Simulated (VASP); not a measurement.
# Ir (I4/mmm) in VASP: notebook

Ir is run at these levels: LDA; tasks: single point.

Program: VASP 6.6.1. These are calculated values, not measurements. Logs are shortened: lines on timing, memory, paths and dates and some standing lists are left out, and cuts for length are marked.

### Step 1. The cell of the first run

Symmetry: I4/mmm, No. 139, tetragonal system. The conventional cell has a = 2.960 Å, b = 2.960 Å, c = 3.074 Å, α = 90.00°, β = 90.00°, γ = 90.00°. Ir (site symmetry 4/mmm) has 14 Ir at 2.60 to 3.07 Å within 3.4 Å.

### Step 2. Single point, LDA (13.47 Å³/atom)

INCAR reads:

```
SYSTEM = Ir
  ALGO = Normal
  EDIFF = 1E-6
  ENCUT = 560
  GGA = CA
  GGA_COMPAT = .FALSE.
  ISIF = 2
  ISMEAR = 0
  LASPH = .TRUE.
  LCHARG = .FALSE.
  LREAL = .FALSE.
  LWAVE = .FALSE.
  NBANDS = 14
  NELM = 120
  PREC = Accurate
  SIGMA = 0.15
```

KPOINTS reads:

```
k-points
0
G
  22 22 22
  0 0 0
```

POSCAR reads:

```
Ir
1.0
    0.0000000000      2.0930440188      1.5369222230
    2.0930440188      0.0000000000      1.5369222230
    2.0930440188      2.0930440188      0.0000000000
Ir
1
Direct
    0.0000000000      0.0000000000      0.0000000000
```

Potentials or basis: VASP PAW LDA potentials, release 64 (Ir_sv_GW).

Launch:

```bash
cat potpaw_LDA.64/Ir_sv_GW/POTCAR > POTCAR
mpirun -np 1 vasp_std > vasp.out
```

OUTCAR:

```text
SYSTEM = Ir
   EDIFF = 1E-6
   ENCUT = 560
   GGA = CA
   ISIF = 2
   ISMEAR = 0
   LASPH = .TRUE.
   LREAL = .FALSE.
   NELM = 120
   PREC = Accurate

 ion  position               nearest neighbor table
   1  0.000  0.000  0.000-

  LATTYP: Found a body centered tetragonal cell.
 ALAT       =     2.9600112380
 C/A-ratio  =     1.0384570188

  Lattice vectors:

 A1 = (   0.0000000000,  -2.0930440188,  -1.5369222230)
 A2 = (   0.0000000000,   2.0930440188,  -1.5369222230)
 A3 = (   2.0930440188,   0.0000000000,   1.5369222230)

Analysis of symmetry for initial positions (statically):
=====================================================================
 Subroutine PRICEL returns:
 Original cell was already a primitive cell.

 Routine SETGRP: Setting up the symmetry group for a
 body centered tetragonal supercell.

 Subroutine GETGRP returns: Found 16 space group operations
 (whereof 16 operations were pure point group operations)
 out of a pool of 16 trial point group operations.

The static configuration has the point symmetry D_4h.

Analysis of symmetry for dynamics (positions and initial velocities):
=====================================================================
 Subroutine PRICEL returns:
 Original cell was already a primitive cell.

 Routine SETGRP: Setting up the symmetry group for a
 body centered tetragonal supercell.

 Subroutine GETGRP returns: Found 16 space group operations
 (whereof 16 operations were pure point group operations)
 out of a pool of 16 trial point group operations.

The dynamic configuration has the point symmetry D_4h.

 Subroutine INISYM returns: Found 16 space group operations
 (whereof 16 operations are pure point group operations),
 and found     1 'primitive' translations

----------------------------------------------------------------------------------------

                                     Primitive cell

  volume of cell :      13.4660

  direct lattice vectors                    reciprocal lattice vectors
     0.000000000  2.093044019  1.536922223    -0.238886519  0.238886519  0.325325506
     2.093044019  0.000000000  1.536922223     0.238886519 -0.238886519  0.325325506
     2.093044019  2.093044019  0.000000000     0.238886519  0.238886519 -0.325325506

  length of vectors
     2.596721622  2.596721622  2.960011238     0.469009832  0.469009832  0.469009832

  position of ions in fractional coordinates (direct lattice)
     0.000000000  0.000000000  0.000000000

  ion indices of the primitive-cell ions
   primitive index   ion index
                 1           1

----------------------------------------------------------------------------------------

 KPOINTS: k-points

Automatic generation of k-mesh.
 Grid dimensions read from file:
 generate k-points for:   22   22   22

 Generating k-lattice:

  Cartesian coordinates                     Fractional coordinates (reciprocal lattice)
    -0.010858478  0.010858478  0.014787523     0.045454545 -0.000000000  0.000000000
     0.010858478 -0.010858478  0.014787523    -0.000000000  0.045454545  0.000000000
     0.010858478  0.010858478 -0.014787523     0.000000000  0.000000000  0.045454545

  Length of vectors
     0.021318629  0.021318629  0.021318629

  Shift w.r.t. Gamma in fractional coordinates (k-lattice)
     0.000000000  0.000000000  0.000000000

 Subroutine IBZKPT returns following result:
 ===========================================

 Found    834 irreducible k-points:

 Following reciprocal coordinates:
            Coordinates               Weight
  0.000000  0.000000  0.000000      1.000000
  0.045455 -0.000000  0.000000      8.000000
  0.090909 -0.000000  0.000000      8.000000
  0.136364 -0.000000  0.000000      8.000000
  0.181818 -0.000000  0.000000      8.000000
  0.227273  0.000000  0.000000      8.000000
[... 16 lines left out ...]
  0.500000  0.045455  0.000000      8.000000
 -0.454545  0.045455  0.000000      8.000000
 [... further k-points ...]
   k-points           NKPTS =    834   k-points in BZ     NKDIM =    834   number of bands    NBANDS=     14
   number of dos      NEDOS =    301   number of ions     NIONS =      1
   total plane-waves  NPLWV =   9600
   dimension x,y,z NGX =    20 NGY =   20 NGZ =   24
   dimension x,y,z NGXF=    40 NGYF=   40 NGZF=   48
   ions per type =               1
   NGX,Y,Z   is equivalent  to a cutoff of  12.80, 12.80, 13.48 a.u.
   NGXF,Y,Z  is equivalent  to a cutoff of  25.61, 25.61, 26.96 a.u.
 SYSTEM =  Ir
   PREC   = accura    normal or accurate (medium, high low for compatibility)
   ISTART =      0    job   : 0-new  1-cont  2-samecut
   ICHARG =      2    charge: 1-file 2-atom 10-const
   ISPIN  =      1    spin polarized calculation?
   LNONCOLLINEAR =      F non collinear calculations
   LSORBIT =      F    spin-orbit coupling
   LASPH  =      T    aspherical Exc in radial PAW
   ENCUT  =  560.0 eV  41.16 Ry    6.42 a.u.   5.01  5.01  5.71*2*pi/ulx,y,z
   NELM   =    120;   NELMIN=  2; NELMDL= -5     # of ELM steps
   EDIFF  = 0.1E-05   stopping-criterion for ELM
   LREAL  =      F    real-space projection
[... 7 lines left out ...]
   TEBEG  =    0.0;   TEEND  =   0.0 temperature during run
   PSTRESS=    0.0 pullay stress
   NELECT =      17.0000    total number of electrons
   NUPDOWN=      -1.0000    fix difference up-down
   EMIN   =  10.00;   EMAX   =-10.00  energy-range for DOS
   EFERMI =   0.00;   METHOD = LEGACY
   ISMEAR =     0;   SIGMA  =   0.15  broadening in eV -4-tet -1-fermi 0-gaus
   EFERMI_NEDOS =   21; number of points for ismear=-14 and -15
   IALGO  =     38    algorithm
   IMIX   =      4    mixing-type and parameters
     AMIX     =   0.40;   BMIX     =  1.00
     AMIX_MAG =   1.60;   BMIX_MAG =  1.00
  volume/ion in A,a.u.               =      13.47        90.87
  Fermi-wavevector in a.u.,A,eV,Ry     =   1.769341  3.343570 42.593969  3.130568
  Thomas-Fermi vector in A             =   2.836349
   LORBIT       =      0    0 simple, 1 ext, 2 COOP (PROOUT), +10 PAW based schemes
   GGA     = CA    functional components
   LHFCALC =     F    Hartree Fock is set to
   AEXX    =    0.0000 exact exchange contribution
   IVDW    =     0    specifies the selected vdW correction
   LEPSILON=     F    determine dielectric tensor
   LRPA    =     F    only Hartree local field effects (RPA)
 non-spin polarized calculation
 Gauss-broadening in eV      SIGMA  =   0.15
  energy-cutoff  :      560.00
  volume of cell :       13.47
 maximum number of plane-waves:       422
   NGX =  9   NGY =  9   NGZ = 11

 number of electron      17.0000000 magnetization

 Free energy of the ion-electron system (eV)
  ---------------------------------------------------
  ext. energy  EPLUGINS =         0.00000000
  ---------------------------------------------------
  free energy    TOTEN  =       -10.19383463 eV

  energy without entropy =      -10.17201614  energy(sigma->0) =      -10.18292538

 E-fermi :  13.3796     XC(G=0): -15.0876

 val. band max:       13.3781447105   @ k =  -0.1818   0.1364   0.0909
 cond. band min:      13.3801048464   @ k =  -0.4545   0.1364   0.4091
 fundamental gap:      0.0019601358
 Fermi energy:        13.3796377032

 k-point     1 :       0.0000    0.0000    0.0000
  band No.  band energies     occupation
      1     -78.8568      2.00000
      2     -35.5179      2.00000
      3     -35.5179      2.00000
      4     -35.3996      2.00000
      5       2.0383      2.00000
      6       9.2116      2.00000
      7       9.2116      2.00000
      8       9.6141      2.00000
      9      12.3684      2.00000
     10      13.0789      1.99542
     11      29.0023      0.00000
     12      29.8312      0.00000
     13      29.8312      0.00000
     14      41.9722      0.00000

 k-point     2 :       0.0455   -0.0000    0.0000
  band No.  band energies     occupation
      1     -78.8550      2.00000
      2     -35.5294      2.00000
      3     -35.5245      2.00000
      4     -35.4088      2.00000
      5       2.1411      2.00000
      6       9.2111      2.00000
      7       9.2265      2.00000
      8       9.6425      2.00000
      9      12.3176      2.00000
     10      13.0547      1.99781
     11      29.1427      0.00000
     12      29.9449      0.00000
     13      29.9933      0.00000
     14      40.5007      0.00000

 k-point     3 :       0.0909   -0.0000    0.0000
  band No.  band energies     occupation
      1     -78.8496      2.00000
      2     -35.5722      2.00000
      3     -35.5436      2.00000
      4     -35.4264      2.00000
      5       2.4422      2.00000
      6       9.1722      2.00000
      7       9.2026      2.00000
      8       9.8309      2.00000
      9      12.1793      2.00000
     10      13.0049      1.99959
     11      29.4790      0.00000
     12      30.2700      0.00000
     13      30.4718      0.00000
     14      38.8349      0.00000
[... 324 lines left out ...]
 k-point    23 :       0.5000    0.0455    0.0000
  band No.  band energies     occupation
      1     -78.7632      2.00000
      2     -36.4352      2.00000
      3     -35.8421      2.00000
      4     -35.4632      2.00000
      5       5.1592      2.00000
      6       7.5406      2.00000
      7      11.9645      2.00000
      8      12.2771      2.00000
      9      14.4595      0.00000
     10      15.8829      0.00000
     11      22.1602      0.00000
     12      26.3896      0.00000
     13      30.8659      0.00000
     14      36.8113      0.00000

 k-point    24 :      -0.4545    0.0455    0.0000
  band No.  band energies     occupation
      1     -78.7650      2.00000
      2     -36.4184      2.00000
      3     -35.8356      2.00000
      4     -35.4635      2.00000
      5       5.1779      2.00000
      6       7.5700      2.00000
      7      11.6394      2.00000
      8      12.4901      2.00000
      9      14.2060      0.00000
     10      15.6571      0.00000
     11      22.5923      0.00000
     12      26.4967      0.00000
     13      31.2243      0.00000
     14      36.9222      0.00000

 [... further k-points ...]

------------------------ aborting loop because EDIFF is reached ----------------------------------------

  FORCE on cell =-STRESS in cart. coord.  units (eV):
  Direction    XX          YY          ZZ          XY          YZ          ZX
  --------------------------------------------------------------------------------------
  -------------------------------------------------------------------------------------
  Total        1.2912963      1.2912963      3.6828512      0.0000000      0.0000000      0.0000000
  in kB      153.6377302    153.6377302    438.1836204      0.0000000      0.0000000      0.0000000
  external PRESSURE =     248.4863603 kB  Pullay stress =       0.0000000 kB

 VOLUME and BASIS-vectors are now :
 -----------------------------------------------------------------------------
  energy-cutoff  :      560.00
  volume of cell :       13.47
      direct lattice vectors                 reciprocal lattice vectors
     0.000000000  2.093044019  1.536922223    -0.238886519  0.238886519  0.325325506
     2.093044019  0.000000000  1.536922223     0.238886519 -0.238886519  0.325325506
     2.093044019  2.093044019  0.000000000     0.238886519  0.238886519 -0.325325506

 POSITION                                       TOTAL-FORCE (eV/Angst)
 -----------------------------------------------------------------------------------
      0.00000      0.00000      0.00000         0.000000      0.000000      0.000000
 -----------------------------------------------------------------------------------
    total drift:                                0.000000     -0.000000     -0.000000

  FREE ENERGIE OF THE ION-ELECTRON SYSTEM (eV)
  ---------------------------------------------------
  free  energy   TOTEN  =       -10.1938346275 eV

  energy  without entropy=      -10.1720161364  energy(sigma->0) =      -10.18292538
```

Run time: 57 s. Hardware: 1 thread of Intel Xeon 6975P-C (Granite Rapids), shared host; peak memory 0.28 GiB.

What came out:

```yaml
Free_energy: -10.1938 eV
Pressure: 24.8 GPa
Band_gap_on_the_k_mesh: zero (an odd number of electrons rules out a gap without spin polarisation)
```

Levels at points of the mesh, in eV from the Fermi level:
| k point | band 5 | band 6 | band 7 | band 8 | band 9 | band 10 | band 11 | band 12 |
| --- | --- | --- | --- | --- | --- | --- | --- | --- |
| (0.00, 0.00, 0.00) | -11.34 | -4.17 | -4.17 | -3.77 | -1.01 | -0.30 | 15.62 | 16.45 |
| (0.50, 0.00, 0.00) | -8.31 | -5.94 | -1.09 | -0.22 | -0.02 | 2.52 | 8.81 | 12.73 |
| (0.50, 0.50, 0.00) | -7.93 | -7.89 | 1.62 | 1.83 | 1.83 | 7.39 | 8.55 | 8.55 |
| (0.50, 0.00, 0.50) | -8.26 | -6.39 | -0.38 | 0.05 | 0.09 | 2.66 | 9.17 | 12.45 |

Caveat: the stress differs along the axes, from 15 to 44 GPa; spin-orbit coupling is left out, which moves the levels of the heavy elements.

### Step 3. Single point, LDA (14.20 Å³/atom)

This run uses another cell than the first one, of 14.20 Å³/atom.

INCAR reads:

```
PREC     = Accurate       # precision mode
ENCUT    = 560            # plane-wave cutoff, eV
EDIFF    = 1E-6           # SCF threshold, eV
ISMEAR   = 0              # smearing method
SIGMA    = 0.15           # smearing width, eV
LREAL    = False          # projectors in reciprocal space
LASPH    = True           # aspherical terms in the spheres
NELM     = 120            # most SCF steps
ALGO     = Normal         # electronic algorithm
ISIF     = 2              # what is computed and relaxed
LWAVE    = False          # write WAVECAR
LCHARG   = False          # write CHGCAR
NBANDS   = 14             # bands
GGA_COMPAT= False
```

KPOINTS reads:

```
regular mesh
0
Gamma
  22 22 22
```

POSCAR reads:

```
Ir
1.0
    0.0000000000      2.1861894760      1.4859529869
    2.1861894760      0.0000000000      1.4859529869
    2.1861894760      2.1861894760      0.0000000000
Ir
1
Direct
    0.0000000000      0.0000000000      0.0000000000
```

Potentials or basis: VASP PAW LDA potentials, release 64 (Ir_sv_GW).

Launch:

```bash
cat potpaw_LDA.64/Ir_sv_GW/POTCAR > POTCAR
mpirun -np 1 vasp_std > vasp.out
```

Wall time 90 s (1 thread of AMD EPYC 9R45 (Zen 5), shared host); peak memory 0.26 GiB.

Results (log left out):

| Quantity | Value |
| --- | --- |
| Free energy | -10.2621 eV |
| Pressure | 2.0 GPa |
| Band gap on the k mesh | zero (an odd number of electrons rules out a gap without spin polarisation) |

Stress tensor (GPa, compression positive):
```
  9.86   0.00   0.00
  0.00   9.86   0.00
  0.00   0.00 -13.71
```

Levels at points of the mesh, in eV from the Fermi level:
| k point | band 6 | band 7 | band 8 | band 9 | band 10 | band 11 |
| --- | --- | --- | --- | --- | --- | --- |
| (0.00, 0.00, 0.00) | -3.98 | -3.57 | -3.57 | -0.94 | -0.20 | 15.96 |
| (0.50, 0.00, 0.00) | -5.76 | -0.60 | 0.05 | 0.13 | 2.40 | 8.41 |
| (0.50, 0.50, 0.00) | -7.24 | 1.56 | 1.56 | 1.76 | 7.56 | 7.56 |
| (0.50, 0.00, 0.50) | -5.30 | -1.15 | -0.21 | -0.13 | 2.28 | 8.06 |

Caveat: the stress differs along the axes, from -14 to 10 GPa; spin-orbit coupling is left out, which moves the levels of the heavy elements.
